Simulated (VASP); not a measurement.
# Ir (P6_3/mmc) in VASP: further runs

Ir is run at these levels: LDA; tasks: single point.

All numbers are computed with VASP 6.6.1; they aren't measurements. Logs are shortened: lines on timing, memory, paths and dates and some standing lists are left out, and cuts for length are marked.

**1. The cell of the first run**

Symmetry: P6_3/mmc, No. 194, hexagonal system. Conventional cell: a = 2.705 Å, b = 2.705 Å, c = 4.737 Å, α = 90.00°, β = 90.00°, γ = 120.00°. Ir (site symmetry -6m2) has 12 Ir at 2.71 to 2.84 Å within 3.6 Å.

**2. Single point, LDA**

File INCAR:

```
  PREC = Accurate
  ENCUT = 500
  EDIFF = 1E-6
  ISMEAR = 0
  SIGMA = 0.15
  LREAL = F
  LASPH = T
  NELM = 120
  ALGO = Normal
  ISIF = 2
  LWAVE = F
  LCHARG = F
  GGA = CA
  NBANDS = 16
  GGA_COMPAT = F
```

File KPOINTS:

```
regular mesh
0
Gamma
  18 18 10
```

File POSCAR:

```
Ir
1.0
    2.7052686553      0.0000000000      0.0000000000
   -1.3526343277      2.3428313795      0.0000000000
    0.0000000000      0.0000000000      4.7371000000
Ir
2
Direct
    0.6666666667      0.3333333333      0.7500000000
    0.3333333333      0.6666666667      0.2500000000
```

Potentials or basis: VASP PAW LDA potentials, release 64 (Ir).

On the command line:

```
$ cat potpaw_LDA.64/Ir/POTCAR > POTCAR
$ mpirun -np 1 vasp_std > vasp.out
```

OUTCAR:

```text
PREC = Accurate
   ENCUT = 500
   EDIFF = 1E-6
   ISMEAR = 0
   LREAL = F
   LASPH = T
   NELM = 120
   ISIF = 2
   GGA = CA

 ion  position               nearest neighbor table
   1  0.667  0.333  0.750-   2 2.84   2 2.84   2 2.84   2 2.84   2 2.84   2 2.84
   2  0.333  0.667  0.250-   1 2.84   1 2.84   1 2.84   1 2.84   1 2.84   1 2.84

  LATTYP: Found a hexagonal cell.
 ALAT       =     2.7052686553
 C/A-ratio  =     1.7510645350

  Lattice vectors:

 A1 = (   2.7052686553,   0.0000000000,   0.0000000000)
 A2 = (  -1.3526343277,   2.3428313795,   0.0000000000)
 A3 = (   0.0000000000,   0.0000000000,   4.7371000000)

Analysis of symmetry for initial positions (statically):
=====================================================================
 Subroutine PRICEL returns:
 Original cell was already a primitive cell.

 Routine SETGRP: Setting up the symmetry group for a
 hexagonal supercell.

 Subroutine GETGRP returns: Found 24 space group operations
 (whereof 12 operations were pure point group operations)
 out of a pool of 24 trial point group operations.

The static configuration has the point symmetry D_3d.
 The point group associated with its full space group is D_6h.

Analysis of symmetry for dynamics (positions and initial velocities):
=====================================================================
 Subroutine PRICEL returns:
 Original cell was already a primitive cell.

 Routine SETGRP: Setting up the symmetry group for a
 hexagonal supercell.

 Subroutine GETGRP returns: Found 24 space group operations
 (whereof 12 operations were pure point group operations)
 out of a pool of 24 trial point group operations.

The dynamic configuration has the point symmetry D_3d.
 The point group associated with its full space group is D_6h.

 Subroutine INISYM returns: Found 24 space group operations
 (whereof 12 operations are pure point group operations),
 and found     1 'primitive' translations

----------------------------------------------------------------------------------------

                                     Primitive cell

  volume of cell :      30.0237

  direct lattice vectors                    reciprocal lattice vectors
     2.705268655  0.000000000  0.000000000     0.369649054  0.213416981  0.000000000
    -1.352634328  2.342831380  0.000000000     0.000000000  0.426833962  0.000000000
     0.000000000  0.000000000  4.737100000     0.000000000  0.000000000  0.211099618

  length of vectors
     2.705268655  2.705268655  4.737100000     0.426833962  0.426833962  0.211099618

  position of ions in fractional coordinates (direct lattice)
     0.666666667  0.333333333  0.750000000
     0.333333333  0.666666667  0.250000000

  ion indices of the primitive-cell ions
   primitive index   ion index
                 1           1
                 2           2

----------------------------------------------------------------------------------------

 KPOINTS: regular mesh

Automatic generation of k-mesh.
 Grid dimensions read from file:
 generate k-points for:   18   18   10

 Generating k-lattice:

  Cartesian coordinates                     Fractional coordinates (reciprocal lattice)
     0.020536059  0.011856499  0.000000000     0.055555556  0.000000000  0.000000000
     0.000000000  0.023712998  0.000000000     0.000000000  0.055555556  0.000000000
     0.000000000  0.000000000  0.021109962     0.000000000  0.000000000  0.100000000

  Length of vectors
     0.023712998  0.023712998  0.021109962

  Shift w.r.t. Gamma in fractional coordinates (k-lattice)
     0.000000000  0.000000000  0.000000000

 Subroutine IBZKPT returns following result:
 ===========================================

 Found    222 irreducible k-points:

 Following reciprocal coordinates:
            Coordinates               Weight
  0.000000  0.000000  0.000000      1.000000
  0.055556  0.000000  0.000000      6.000000
  0.111111  0.000000  0.000000      6.000000
  0.166667  0.000000  0.000000      6.000000
  0.222222 -0.000000  0.000000      6.000000
  0.277778  0.000000  0.000000      6.000000
[... 16 lines left out ...]
  0.333333  0.111111  0.000000     12.000000
  0.388889  0.111111  0.000000     12.000000
 [... further k-points ...]
   k-points           NKPTS =    222   k-points in BZ     NKDIM =    222   number of bands    NBANDS=     16
   number of dos      NEDOS =    301   number of ions     NIONS =      2
   total plane-waves  NPLWV =  14400
   dimension x,y,z NGX =    20 NGY =   20 NGZ =   36
   dimension x,y,z NGXF=    40 NGYF=   40 NGZF=   72
   ions per type =               2
   NGX,Y,Z   is equivalent  to a cutoff of  12.29, 12.29, 12.63 a.u.
   NGXF,Y,Z  is equivalent  to a cutoff of  24.58, 24.58, 25.27 a.u.
 SYSTEM =  unknown system
   PREC   = accura    normal or accurate (medium, high low for compatibility)
   ISTART =      0    job   : 0-new  1-cont  2-samecut
   ICHARG =      2    charge: 1-file 2-atom 10-const
   ISPIN  =      1    spin polarized calculation?
   LNONCOLLINEAR =      F non collinear calculations
   LSORBIT =      F    spin-orbit coupling
   LASPH  =      T    aspherical Exc in radial PAW
   ENCUT  =  500.0 eV  36.75 Ry    6.06 a.u.   4.93  4.93  8.64*2*pi/ulx,y,z
   NELM   =    120;   NELMIN=  2; NELMDL= -5     # of ELM steps
   EDIFF  = 0.1E-05   stopping-criterion for ELM
   LREAL  =      F    real-space projection
   EDIFFG = 0.1E-04   stopping-criterion for IOM
   NSW    =      0    number of steps for IOM
   IBRION =     -1    ionic relax: 0-MD 1-quasi-New 2-CG
   NFREE  =      0    steps in history (QN), initial steepest desc. (CG)
   ISIF   =      2    stress and relaxation
   ISYM   =      2    0-nonsym 1-usesym 2-fastsym
   POTIM  = 0.5000    time-step for ionic-motion
   TEBEG  =    0.0;   TEEND  =   0.0 temperature during run
   PSTRESS=    0.0 pullay stress
   NELECT =      18.0000    total number of electrons
   NUPDOWN=      -1.0000    fix difference up-down
   EMIN   =  10.00;   EMAX   =-10.00  energy-range for DOS
   EFERMI =   0.00;   METHOD = LEGACY
   ISMEAR =     0;   SIGMA  =   0.15  broadening in eV -4-tet -1-fermi 0-gaus
   EFERMI_NEDOS =   21; number of points for ismear=-14 and -15
   IALGO  =     38    algorithm
   IMIX   =      4    mixing-type and parameters
     AMIX     =   0.40;   BMIX     =  1.00
     AMIX_MAG =   1.60;   BMIX_MAG =  1.00
  volume/ion in A,a.u.               =      15.01       101.30
  Fermi-wavevector in a.u.,A,eV,Ry     =   1.380419  2.608614 25.926681  1.905557
  Thomas-Fermi vector in A             =   2.505298
   LORBIT       =      0    0 simple, 1 ext, 2 COOP (PROOUT), +10 PAW based schemes
   GGA     = CA    functional components
   LHFCALC =     F    Hartree Fock is set to
   AEXX    =    0.0000 exact exchange contribution
   IVDW    =     0    specifies the selected vdW correction
   LEPSILON=     F    determine dielectric tensor
   LRPA    =     F    only Hartree local field effects (RPA)
 non-spin polarized calculation
 Gauss-broadening in eV      SIGMA  =   0.15
  energy-cutoff  :      500.00
  volume of cell :       30.02
 maximum number of plane-waves:       786
 NGX is ok and might be reduce to    20
   NGX =  9   NGY =  9   NGZ = 17

 number of electron      18.0000001 magnetization

 Free energy of the ion-electron system (eV)
  ---------------------------------------------------
  ext. energy  EPLUGINS =         0.00000000
  ---------------------------------------------------
  free energy    TOTEN  =       -20.24057486 eV

  energy without entropy =      -20.21197448  energy(sigma->0) =      -20.22627467

 E-fermi :   9.2989     XC(G=0): -13.7929

 val. band max:        9.2971899343   @ k =   0.0000   0.0000   0.4000
 cond. band min:       9.3052703196   @ k =   0.2778   0.2222   0.0000
 fundamental gap:      0.0080803854
 Fermi energy:         9.2989272243

 k-point     1 :       0.0000    0.0000    0.0000
  band No.  band energies     occupation
      1      -1.1872      2.00000
      2       1.5710      2.00000
      3       5.0806      2.00000
      4       5.8753      2.00000
      5       5.8753      2.00000
      6       6.3172      2.00000
[... 8 lines left out ...]
     15      24.6659      0.00000
     16      26.5733      0.00000

 k-point     2 :       0.0556    0.0000    0.0000
  band No.  band energies     occupation
      1      -1.0643      2.00000
      2       1.6903      2.00000
      3       5.0912      2.00000
      4       5.8410      2.00000
      5       5.9785      2.00000
      6       6.2436      2.00000
[... 8 lines left out ...]
     15      24.8644      0.00000
     16      26.7844      0.00000

 k-point     3 :       0.1111    0.0000    0.0000
  band No.  band energies     occupation
      1      -0.7058      2.00000
      2       2.0268      2.00000
      3       5.0507      2.00000
      4       5.8062      2.00000
      5       6.0893      2.00000
      6       6.2835      2.00000
[... 8 lines left out ...]
     15      25.4082      0.00000
     16      27.2518      0.00000

 k-point     4 :       0.1667    0.0000    0.0000
  band No.  band energies     occupation
      1      -0.1451      2.00000
      2       2.4978      2.00000
      3       4.9043      2.00000
      4       5.6321      2.00000
      5       5.7232      2.00000
      6       6.2339      2.00000
[... 8 lines left out ...]
     15      26.0113      0.00000
     16      27.3553      0.00000
[... 324 lines left out ...]
 k-point    22 :       0.2778    0.1111    0.0000
  band No.  band energies     occupation
      1       2.2364      2.00000
      2       3.1473      2.00000
      3       3.7450      2.00000
      4       4.9570      2.00000
      5       5.7154      2.00000
      6       5.8185      2.00000
[... 8 lines left out ...]
     15      22.0220      0.00000
     16      24.4220      0.00000

 k-point    23 :       0.3333    0.1111    0.0000
  band No.  band energies     occupation
      1       2.5888      2.00000
      2       2.9203      2.00000
      3       3.4009      2.00000
      4       5.3735      2.00000
      5       5.7135      2.00000
      6       6.1589      2.00000
[... 8 lines left out ...]
     15      20.7675      0.00000
     16      23.8424      0.00000

 k-point    24 :       0.3889    0.1111    0.0000
  band No.  band energies     occupation
      1       2.6854      2.00000
      2       2.7921      2.00000
      3       3.1901      2.00000
      4       5.6991      2.00000
      5       5.8722      2.00000
      6       6.0817      2.00000
[... 8 lines left out ...]
     15      19.6051      0.00000
     16      22.3802      0.00000

 [... further k-points ...]
[... 5 lines left out ...]
  --------------------------------------------------------------------------------------
  -------------------------------------------------------------------------------------
  Total       -2.6427558     -2.6427558     -6.8200070      0.0000000      0.0000000     -0.0000000
  in kB     -141.0274449   -141.0274449   -363.9413638      0.0000000      0.0000000     -0.0000000
  external PRESSURE =    -215.3320846 kB  Pullay stress =       0.0000000 kB

 VOLUME and BASIS-vectors are now :
 -----------------------------------------------------------------------------
  energy-cutoff  :      500.00
  volume of cell :       30.02
      direct lattice vectors                 reciprocal lattice vectors
     2.705268655  0.000000000  0.000000000     0.369649054  0.213416981  0.000000000
    -1.352634328  2.342831380  0.000000000     0.000000000  0.426833962  0.000000000
     0.000000000  0.000000000  4.737100000     0.000000000  0.000000000  0.211099618

 POSITION                                       TOTAL-FORCE (eV/Angst)
 -----------------------------------------------------------------------------------
      1.35263      0.78094      3.55282         0.000000      0.000000      0.000000
     -0.00000      1.56189      1.18427        -0.000000     -0.000000      0.000000
 -----------------------------------------------------------------------------------
    total drift:                               -0.000000      0.000000     -0.000000

  FREE ENERGIE OF THE ION-ELECTRON SYSTEM (eV)
  ---------------------------------------------------
  free  energy   TOTEN  =       -20.2405748557 eV

  energy  without entropy=      -20.2119744846  energy(sigma->0) =      -20.22627467
```

It took 70 s on 1 thread of Intel Xeon Platinum 8259CL at 2.50GHz (Skylake/Cascade Lake), shared host; peak memory 0.2 GiB.

What came out:

```
Free energy            : -20.2406 eV
Pressure               : -21.5 GPa
Band gap on the k mesh : zero (band 9 reaches 10.64 eV, above the bottom of band 10 at 7.30 eV)
```

Caveat: spin-orbit coupling is left out, which moves the levels of the heavy elements.

**3. Single point, LDA**

This run uses another cell than the first one, of 15.12 Å³/atom, 1.007 times its volume.

File INCAR:

```
SYSTEM = Ir
PREC = Accurate
ENCUT = 500
EDIFF = 1E-6
ISMEAR = 0
SIGMA = 0.15
LREAL = .False.
LASPH = .True.
NELM = 120
ALGO = Normal
ISIF = 2
LWAVE = .False.
LCHARG = .True.
GGA = CA
LELF = .True.
LVHAR = .True.
NBANDS = 16
GGA_COMPAT = .False.
```

File KPOINTS:

```
regular mesh
0
Gamma
  18 18 10
  0 0 0
```

File POSCAR:

```
Ir
1.0
    2.8946000000      0.0000000000      0.0000000000
   -1.4473000000      2.5067971338      0.0000000000
    0.0000000000      0.0000000000      4.1669000000
Ir
2
Direct
    0.6666666667      0.3333333333      0.7500000000
    0.3333333333      0.6666666667      0.2500000000
```

Potentials or basis: VASP PAW LDA potentials, release 64 (Ir).

On the command line:

```
$ cat potpaw_LDA.64/Ir/POTCAR > POTCAR
$ mpirun -np 1 vasp_std > vasp.out
```

It took 89 s on 1 thread of Intel Xeon Platinum 8259CL at 2.50GHz (Skylake/Cascade Lake), shared host; peak memory 0.2 GiB.

Results (log left out):

| Property | Result |
| --- | --- |
| Free energy | -20.1065 eV |
| Pressure | -20.1 GPa |
| Band gap on the k mesh | zero (band 9 reaches 9.93 eV, above the bottom of band 10 at 7.49 eV) |

Stress tensor (GPa, compression positive):
```
-28.56   0.00   0.00
  0.00 -28.56   0.00
  0.00   0.00  -3.05
```

Levels at points of the mesh, in eV from the Fermi level:
| k point | band 7 | band 8 | band 9 | band 10 | band 11 | band 12 |
| --- | --- | --- | --- | --- | --- | --- |
| (0.00, 0.00, 0.00) | -2.75 | -2.75 | -2.52 | 0.21 | 0.21 | 0.63 |
| (0.50, 0.00, 0.00) | -2.02 | -0.13 | 0.55 | 1.34 | 2.24 | 3.37 |
| (0.00, 0.00, 0.50) | -3.55 | -3.55 | -0.30 | -0.30 | -0.30 | -0.30 |
| (0.50, 0.00, 0.50) | -0.93 | -0.93 | 0.32 | 0.32 | 1.72 | 1.72 |

Caveat: spin-orbit coupling is left out, which moves the levels of the heavy elements.

[end of part 1 of 2]
